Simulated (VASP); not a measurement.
# BN (R3m) in VASP: further runs, part 2 of 2

VASP 6.6.1.

## (3) Single point, PBEsol

Contents of INCAR:

```
PREC = Accurate
ENCUT = 600
EDIFF = 1E-6
ISMEAR = 0
SIGMA = 0.05
LREAL = False
LASPH = True
NELM = 120
ALGO = Normal
ISIF = 2
LWAVE = False
LCHARG = True
GGA = PS
LELF = True
LVHAR = True
NBANDS = 36
GGA_COMPAT = False
```

Contents of KPOINTS:

```
regular mesh
0
Gamma
  10 10 2
```

Contents of POSCAR:

```
BN
1.0
   -2.5410113134      0.0000000000      0.0000000000
   -1.2705056567     -2.2005803487      0.0000000000
   -2.5411383640     -1.4671269185     12.6098865131
B N
6 6
Direct
    0.5139628105      0.5139628105      0.2290443320
    0.2917294772      0.2917294772      0.5623776653
    0.0694961439      0.0694961439      0.8957109987
    0.2917461439      0.2917461439      0.0623776653
    0.0695128105      0.0695128105      0.3957109987
   -0.1527205228     -0.1527205228      0.7290443320
    0.5971816361      0.5971816361      0.1042223347
    0.3749483028      0.3749483028      0.4375556680
    0.1527149695      0.1527149695      0.7708890013
   -0.2917350305     -0.2917350305      0.9375556680
    0.1527316361      0.1527316361      0.2708890013
   -0.0695016972     -0.0695016972      0.6042223347
```

Potentials or basis: VASP PAW PBE potentials, release 64 (B, N).

Run with:

```bash
> cat potpaw_PBE.64/B/POTCAR potpaw_PBE.64/N/POTCAR > POTCAR
> mpirun -np 1 vasp_std > vasp.out
```

OUTCAR:

```text
PREC = Accurate
   ENCUT = 600
   EDIFF = 1E-6
   ISMEAR = 0
   LREAL = False
   LASPH = True
   NELM = 120
   ISIF = 2
   GGA = PS

 ion  position               nearest neighbor table
   1  0.514  0.514  0.229-  11 1.56  11 1.56  11 1.56   7 1.57
   2  0.292  0.292  0.562-  12 1.56  12 1.56  12 1.56   8 1.57
   3  0.069  0.069  0.896-  10 1.56  10 1.56  10 1.56   9 1.57
   4  0.292  0.292  0.062-   7 1.56   7 1.56   7 1.56
   5  0.070  0.070  0.396-   8 1.56   8 1.56   8 1.56  11 1.57
   6  0.847  0.847  0.729-   9 1.56   9 1.56   9 1.56  12 1.57
   7  0.597  0.597  0.104-   4 1.56   4 1.56   4 1.56   1 1.57
   8  0.375  0.375  0.438-   5 1.56   5 1.56   5 1.56   2 1.57
   9  0.153  0.153  0.771-   6 1.56   6 1.56   6 1.56   3 1.57
  10  0.708  0.708  0.938-   3 1.56   3 1.56   3 1.56
  11  0.153  0.153  0.271-   1 1.56   1 1.56   1 1.56   5 1.57
  12  0.930  0.930  0.604-   2 1.56   2 1.56   2 1.56   6 1.57

  LATTYP: Found a trigonal (rhomboedric) cell.
 ALAT       =    12.6949477858
 COS(alpha) =     0.9799680958

  Lattice vectors:

[... 225 lines left out ...]
 Fermi energy:         8.3458192082

 k-point     1 :       0.0000    0.0000    0.0000
  band No.  band energies     occupation
      1     -13.0540      2.00000
      2     -12.2669      2.00000
      3     -11.9913      2.00000
      4     -10.3913      2.00000
      5     -10.1521      2.00000
      6      -8.4746      2.00000
[... 925 lines left out ...]
     35      19.0309      0.00000
     36      19.7022      0.00000

 [... further k-points ...]
[... 5 lines left out ...]
  --------------------------------------------------------------------------------------
  -------------------------------------------------------------------------------------
  Total       -2.7319352     -2.7311717     11.1726684     -0.0006612     -0.0016035     -0.0027773
  in kB      -62.0763212    -62.0589719    253.8706432     -0.0150249     -0.0364348     -0.0631070
  external PRESSURE =      43.2451167 kB  Pullay stress =       0.0000000 kB

 VOLUME and BASIS-vectors are now :
 -----------------------------------------------------------------------------
  energy-cutoff  :      600.00
  volume of cell :       70.51
      direct lattice vectors                 reciprocal lattice vectors
    -2.541011313  0.000000000  0.000000000    -0.393544096  0.227212790 -0.052871213
    -1.270505657 -2.200580349  0.000000000     0.000000000 -0.454425579 -0.052871213
    -2.541138364 -1.467126918 12.609886513     0.000000000  0.000000000  0.079302855

 POSITION                                       TOTAL-FORCE (eV/Angst)
 -----------------------------------------------------------------------------------
     -2.54101     -1.46705      2.88822        -0.000138     -0.000079      0.651659
     -2.54101     -1.46705      7.09152         0.000007      0.000004      0.206786
     -2.54101     -1.46705     11.29481        -0.000174     -0.000101     -0.274875
     -1.27051     -0.73353      0.78658        -0.000704     -0.000407      1.629744
     -1.27051     -0.73353      4.98987        -0.000027     -0.000016      0.211409
     -5.08202     -2.93411      9.19317        -0.000005     -0.000003      0.213867
     -2.54101     -1.46705      1.31423        -0.000522     -0.000301      2.581472
     -2.54101     -1.46705      5.51753        -0.000018     -0.000010     -0.206716
     -2.54101     -1.46705      9.72082         0.000173      0.000100     -0.493515
     -5.08202     -2.93411     11.82247         0.001311      0.000757     -4.062612
     -1.27051     -0.73353      3.41588         0.000053      0.000030     -0.238091
     -5.08202     -2.93411      7.61918         0.000043      0.000025     -0.219127
 -----------------------------------------------------------------------------------
    total drift:                                0.000037      0.000021      0.000262

  FREE ENERGIE OF THE ION-ELECTRON SYSTEM (eV)
  ---------------------------------------------------
  free  energy   TOTEN  =      -106.0396245369 eV

  energy  without entropy=     -106.0396245369  energy(sigma->0) =     -106.03962454
```

stdout:

```text
POSCAR found type information on POSCAR B N
 POSCAR found :  2 types and      12 ions
 scaLAPACK will be used
 -----------------------------------------------------------------------------
|                                                                             |
|                                                                             |
[... 21 lines left out ...]
|     Results are often still useful ...                                      |
|                                                                             |
 -----------------------------------------------------------------------------

 POSCAR, INCAR and KPOINTS ok, starting setup
 FFT: planning ... GRIDC
 FFT: planning ... GRID_SOFT
 FFT: planning ... GRID
 WAVECAR not read
 entering main loop
```

It took 3.3 min on 1 thread of Intel Xeon Platinum 8259CL at 2.50GHz (Skylake/Cascade Lake), shared host; peak memory 0.27 GiB.

What came out:

* Free energy: -106.0396 eV
* Pressure: 4.3 GPa
* Largest force: 4.063 eV/Å
* Band gap on the k mesh: 2.09 eV (least direct gap 2.59 eV)

Forces on the atoms (eV/Å):
```
B    0.000  0.000  0.652
B    0.000  0.000  0.207
B    0.000  0.000 -0.275
B   -0.001  0.000  1.630
B    0.000  0.000  0.211
B    0.000  0.000  0.214
N   -0.001  0.000  2.581
N    0.000  0.000 -0.207
N    0.000  0.000 -0.494
N    0.001  0.001 -4.063
N    0.000  0.000 -0.238
N    0.000  0.000 -0.219
```

Stress tensor (GPa, compression positive):
```
-6.21  0.00 -0.01
 0.00 -6.21  0.00
-0.01  0.00 25.39
```

Caveat: the cell stands under pressure; the PAW data sets were made with another functional, which shifts forces and pressure a little.
